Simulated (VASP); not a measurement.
# Ag (Fm-3m) in VASP: a series of runs, part 3 of 3

VASP 6.6.1.

## Step 5: Single point, BLYP+D4

This run uses another cell than the first one, of 17.37 Å³/atom, 1.084 times its volume.

INCAR

```
PREC = Accurate
ENCUT = 520
EDIFF = 1E-7
ISMEAR = -1
SIGMA = 0.05
LREAL = F
LASPH = T
NELM = 80
ALGO = Normal
ISIF = 2
LWAVE = F
LCHARG = T
GGA = B5
ALDAX = 1.0
AGGAX = 1.0
AGGAC = 1.0
ALDAC = 0.0
IVDW = 13
VDW_S6 = 1.0
VDW_S8 = 2.34076671
VDW_A1 = 0.44488865
VDW_A2 = 4.0933009
LELF = T
LVHAR = T
NBANDS = 12
```

KPOINTS

```
regular mesh
0
Gamma
  11 11 11
```

POSCAR

```
Ag
1.0
    0.0000000000      2.0554851084      2.0554851084
    2.0554851084      0.0000000000      2.0554851084
    2.0554851084      2.0554851084      0.0000000000
Ag
1
Direct
    0.0000000000      0.0000000000      0.0000000000
```

Potentials or basis: VASP PAW PBE potentials, release 64 (Ag).

On the command line:

```bash
> cat potpaw_PBE.64/Ag/POTCAR > POTCAR
> mpirun -np 1 vasp_std > vasp.out
```

OUTCAR:

```text
PREC = Accurate
   ENCUT = 520
   EDIFF = 1E-7
   ISMEAR = -1
   LREAL = F
   LASPH = T
   NELM = 80
   ISIF = 2
   GGA = B5
   IVDW = 13

 ion  position               nearest neighbor table
   1  0.000  0.000  0.000-

  LATTYP: Found a face centered cubic cell.
 ALAT       =     4.1109702168

  Lattice vectors:

 A1 = (   0.0000000000,   2.0554851084,   2.0554851084)
 A2 = (   2.0554851084,   0.0000000000,   2.0554851084)
 A3 = (   2.0554851084,   2.0554851084,   0.0000000000)

Analysis of symmetry for initial positions (statically):
=====================================================================
 Subroutine PRICEL returns:
 Original cell was already a primitive cell.

 Routine SETGRP: Setting up the symmetry group for a
 face centered cubic supercell.

 Subroutine GETGRP returns: Found 48 space group operations
 (whereof 48 operations were pure point group operations)
 out of a pool of 48 trial point group operations.

The static configuration has the point symmetry O_h .

Analysis of symmetry for dynamics (positions and initial velocities):
=====================================================================
 Subroutine PRICEL returns:
 Original cell was already a primitive cell.

 Routine SETGRP: Setting up the symmetry group for a
 face centered cubic supercell.

 Subroutine GETGRP returns: Found 48 space group operations
 (whereof 48 operations were pure point group operations)
 out of a pool of 48 trial point group operations.

The dynamic configuration has the point symmetry O_h .

 Subroutine INISYM returns: Found 48 space group operations
 (whereof 48 operations are pure point group operations),
 and found     1 'primitive' translations

----------------------------------------------------------------------------------------

                                     Primitive cell

  volume of cell :      17.3689

  direct lattice vectors                    reciprocal lattice vectors
     0.000000000  2.055485108  2.055485108    -0.243251580  0.243251580  0.243251580
     2.055485108  0.000000000  2.055485108     0.243251580 -0.243251580  0.243251580
     2.055485108  2.055485108  0.000000000     0.243251580  0.243251580 -0.243251580

  length of vectors
     2.906894918  2.906894918  2.906894918     0.421324095  0.421324095  0.421324095

  position of ions in fractional coordinates (direct lattice)
     0.000000000  0.000000000  0.000000000

  ion indices of the primitive-cell ions
   primitive index   ion index
                 1           1

----------------------------------------------------------------------------------------

 KPOINTS: regular mesh

Automatic generation of k-mesh.
 Grid dimensions read from file:
 generate k-points for:   11   11   11

 Generating k-lattice:

  Cartesian coordinates                     Fractional coordinates (reciprocal lattice)
    -0.022113780  0.022113780  0.022113780     0.090909091  0.000000000  0.000000000
     0.022113780 -0.022113780  0.022113780     0.000000000  0.090909091  0.000000000
     0.022113780  0.022113780 -0.022113780     0.000000000  0.000000000  0.090909091

  Length of vectors
     0.038302190  0.038302190  0.038302190

  Shift w.r.t. Gamma in fractional coordinates (k-lattice)
     0.000000000  0.000000000  0.000000000

 Subroutine IBZKPT returns following result:
 ===========================================

 Found     56 irreducible k-points:

 Following reciprocal coordinates:
            Coordinates               Weight
  0.000000  0.000000  0.000000      1.000000
  0.090909  0.000000  0.000000      8.000000
  0.181818  0.000000  0.000000      8.000000
  0.272727  0.000000  0.000000      8.000000
  0.363636  0.000000  0.000000      8.000000
  0.454545  0.000000  0.000000      8.000000
[... 16 lines left out ...]
 -0.272727  0.181818  0.000000     24.000000
 -0.181818  0.181818  0.000000     12.000000
 [... further k-points ...]
   k-points           NKPTS =     56   k-points in BZ     NKDIM =     56   number of bands    NBANDS=     12
   number of dos      NEDOS =    301   number of ions     NIONS =      1
   total plane-waves  NPLWV =  13824
   dimension x,y,z NGX =    24 NGY =   24 NGZ =   24
   dimension x,y,z NGXF=    48 NGYF=   48 NGZF=   48
   ions per type =               1
   NGX,Y,Z   is equivalent  to a cutoff of  13.73, 13.73, 13.73 a.u.
   NGXF,Y,Z  is equivalent  to a cutoff of  27.45, 27.45, 27.45 a.u.
 SYSTEM =  unknown system
   PREC   = accura    normal or accurate (medium, high low for compatibility)
   ISTART =      0    job   : 0-new  1-cont  2-samecut
   ICHARG =      2    charge: 1-file 2-atom 10-const
   ISPIN  =      1    spin polarized calculation?
   LNONCOLLINEAR =      F non collinear calculations
   LSORBIT =      F    spin-orbit coupling
   LASPH  =      T    aspherical Exc in radial PAW
   ENCUT  =  520.0 eV  38.22 Ry    6.18 a.u.   5.40  5.40  5.40*2*pi/ulx,y,z
   NELM   =     80;   NELMIN=  2; NELMDL= -5     # of ELM steps
   EDIFF  = 0.1E-06   stopping-criterion for ELM
   LREAL  =      F    real-space projection
   EDIFFG = 0.1E-05   stopping-criterion for IOM
   NSW    =      0    number of steps for IOM
   IBRION =     -1    ionic relax: 0-MD 1-quasi-New 2-CG
   NFREE  =      0    steps in history (QN), initial steepest desc. (CG)
   ISIF   =      2    stress and relaxation
   ISYM   =      2    0-nonsym 1-usesym 2-fastsym
   POTIM  = 0.5000    time-step for ionic-motion
   TEBEG  =    0.0;   TEEND  =   0.0 temperature during run
   PSTRESS=    0.0 pullay stress
   NELECT =      11.0000    total number of electrons
   NUPDOWN=      -1.0000    fix difference up-down
   EMIN   =  10.00;   EMAX   =-10.00  energy-range for DOS
   EFERMI =   0.00;   METHOD = LEGACY
   ISMEAR =    -1;   SIGMA  =   0.05  broadening in eV -4-tet -1-fermi 0-gaus
   EFERMI_NEDOS =   21; number of points for ismear=-14 and -15
   IALGO  =     38    algorithm
   IMIX   =      4    mixing-type and parameters
     AMIX     =   0.40;   BMIX     =  1.00
     AMIX_MAG =   1.60;   BMIX_MAG =  1.00
  volume/ion in A,a.u.               =      17.37       117.21
  Fermi-wavevector in a.u.,A,eV,Ry     =   1.405879  2.656727 26.891872  1.976497
  Thomas-Fermi vector in A             =   2.528296
   LORBIT       =      0    0 simple, 1 ext, 2 COOP (PROOUT), +10 PAW based schemes
   GGA     = B5    functional components
   LHFCALC =     F    Hartree Fock is set to
   AEXX    =    0.0000 exact exchange contribution
   IVDW    =    13    specifies the selected vdW correction
   LEPSILON=     F    determine dielectric tensor
   LRPA    =     F    only Hartree local field effects (RPA)
 non-spin polarized calculation
  energy-cutoff  :      520.00
  volume of cell :       17.37
 maximum number of plane-waves:       487
 NGX is ok and might be reduce to    24
   NGX = 11   NGY = 11   NGZ = 11

 number of electron      10.9999999 magnetization

 Free energy of the ion-electron system (eV)
  ---------------------------------------------------
  ext. energy  EPLUGINS =         0.00000000
  ---------------------------------------------------
  free energy    TOTEN  =        -2.04157921 eV

  energy without entropy =       -2.03777811  energy(sigma->0) =       -2.03967866

 E-fermi :   9.0289     XC(G=0): -11.5217

 val. band max:        8.6493216336   @ k =   0.4545   0.2727   0.0000
 cond. band min:       9.0494305933   @ k =  -0.2727   0.2727   0.0000
 fundamental gap:      0.4001089598
 Fermi energy:         9.0289183608

 k-point     1 :       0.0000    0.0000    0.0000
  band No.  band energies     occupation
      1       1.1291      2.00000
      2       3.8637      2.00000
      3       3.8637      2.00000
      4       3.8637      2.00000
      5       4.8604      2.00000
      6       4.8604      2.00000
      7      24.9516      0.00000
      8      28.1856      0.00000
      9      28.1856      0.00000
     10      28.1856      0.00000
     11      33.5033      0.00000
     12      34.0641      0.00000
[... 331 lines left out ...]
 k-point    24 :      -0.1818    0.1818    0.0000
  band No.  band energies     occupation
      1       3.0809      2.00000
      2       3.4961      2.00000
      3       4.1013      2.00000
      4       4.4602      2.00000
      5       4.4903      2.00000
      6       6.0266      2.00000
      7      20.5473      0.00000
      8      20.9795      0.00000
      9      27.3723      0.00000
     10      29.1600      0.00000
     11      29.5618      0.00000
     12      32.9478      0.00000

 [... further k-points ...]

------------------------ aborting loop because EDIFF is reached ----------------------------------------

  DFT-D4 for vdW energy calculation

  Edisp (eV):   -1.07317

  FORCE on cell =-STRESS in cart. coord.  units (eV):
  Direction    XX          YY          ZZ          XY          YZ          ZX
  --------------------------------------------------------------------------------------
  -------------------------------------------------------------------------------------
  Total       0.01600     0.01600     0.01600    -0.00000    -0.00000     0.00000
  in kB       1.47635     1.47635     1.47635    -0.00000    -0.00000     0.00000
  external pressure =        1.48 kB  Pullay stress =        0.00 kB

 VOLUME and BASIS-vectors are now :
 -----------------------------------------------------------------------------
  energy-cutoff  :      520.00
  volume of cell :       17.37
      direct lattice vectors                 reciprocal lattice vectors
     0.000000000  2.055485108  2.055485108    -0.243251580  0.243251580  0.243251580
     2.055485108  0.000000000  2.055485108     0.243251580 -0.243251580  0.243251580
     2.055485108  2.055485108  0.000000000     0.243251580  0.243251580 -0.243251580

 POSITION                                       TOTAL-FORCE (eV/Angst)
 -----------------------------------------------------------------------------------
      0.00000      0.00000      0.00000         0.000000      0.000000      0.000000
 -----------------------------------------------------------------------------------
    total drift:                               -0.000000      0.000000     -0.000000

  FREE ENERGIE OF THE ION-ELECTRON SYSTEM (eV)
  ---------------------------------------------------
  free  energy   TOTEN  =        -3.1147483141 eV

  energy  without entropy=       -3.1109472109  energy(sigma->0) =       -3.11284776
```

Wall time 21 s (1 thread of Intel Xeon 8259CL, shared host); peak memory 0.14 GiB.

What came out:

| Quantity | Value |
| --- | --- |
| Free energy | -3.1147 eV |
| Pressure | 0.1 GPa |
| Dispersion energy per atom | -1.073 eV |

Levels at points of the mesh, in eV from the Fermi level:
| k point | band 4 | band 5 | band 6 | band 7 | band 8 | band 9 |
| --- | --- | --- | --- | --- | --- | --- |
| (0.00, 0.00, 0.00) | -5.17 | -4.17 | -4.17 | 15.92 | 19.16 | 19.16 |

Caveat: the PAW data sets were made with another functional, which shifts forces and pressure a little; pairwise dispersion overbinds metals, which lowers pressure and volume.

## Step 6: Single point, LDA

This run uses another cell than the first one, of 17.39 Å³/atom, 1.085 times its volume.

INCAR

```
SYSTEM = Ag
PREC = Accurate
ENCUT = 520
EDIFF = 1E-6
ISMEAR = -1
SIGMA = 0.05
LREAL = .False.
LASPH = .True.
NELM = 100
ALGO = Normal
ISIF = 2
LWAVE = .False.
LCHARG = .True.
GGA = CA
LELF = .True.
LVHAR = .True.
NBANDS = 12
```

KPOINTS

```
Automatic mesh
0
Gamma
  11 11 11
  0 0 0
```

POSCAR

```
Ag
1.0
    0.0000000000      2.0562785400      2.0562785400
    2.0562785400      0.0000000000      2.0562785400
    2.0562785400      2.0562785400      0.0000000000
Ag
1
Direct
    0.0000000000      0.0000000000      0.0000000000
```

Potentials or basis: VASP PAW LDA potentials, release 64 (Ag).

On the command line:

```bash
> cat potpaw_LDA.64/Ag/POTCAR > POTCAR
> mpirun -np 1 vasp_std > vasp.out
```

It took 13 s on 1 thread of Intel Xeon 8259CL, shared host; peak memory 0.13 GiB.

The run converged. Its results:

```yaml
Free_energy: -3.7447 eV
Pressure: -9.2 GPa
```

Levels at points of the mesh, in eV from the Fermi level:
```tsv
k point	band 4	band 5	band 6	band 7	band 8	band 9
(0.00, 0.00, 0.00)	-4.94	-3.92	-3.92	15.75	19.13	19.13
```

## Step 7: Summary

```tsv
level	potentials or basis	cell	gap on the mesh (eV)	pressure (GPa)
LDA	VASP PAW LDA potentials, release 64 (Ag)	a = 2.830 Å, angles 60.0°, 1 atom	none	-0.3
PBE+D4	VASP PAW PBE potentials, release 64 (Ag)	a = 2.884 Å, angles 60.0°, 1 atom	none	-0.2
revPBE+D3(BJ)	VASP PAW PBE potentials, release 64 (Ag)	a = 2.857 Å, angles 60.0°, 1 atom	none	-0.2
BLYP+D4	VASP PAW PBE potentials, release 64 (Ag)	a = 2.907 Å, angles 60.0°, 1 atom	none	0.1
LDA	VASP PAW LDA potentials, release 64 (Ag)	a = 2.908 Å, angles 60.0°, 1 atom	none	-9.2
```

Alike in all rows: task single point; no spin polarisation; k mesh 11 × 11 × 11; cutoff (eV) 520; smearing fermi-dirac 0.05 eV.

Caveats: pairwise dispersion overbinds metals, which lowers pressure and volume (some runs); the PAW data sets were made with another functional, which shifts forces and pressure a little (some runs).

Absolute energies hang on the potentials; compare differences alone.
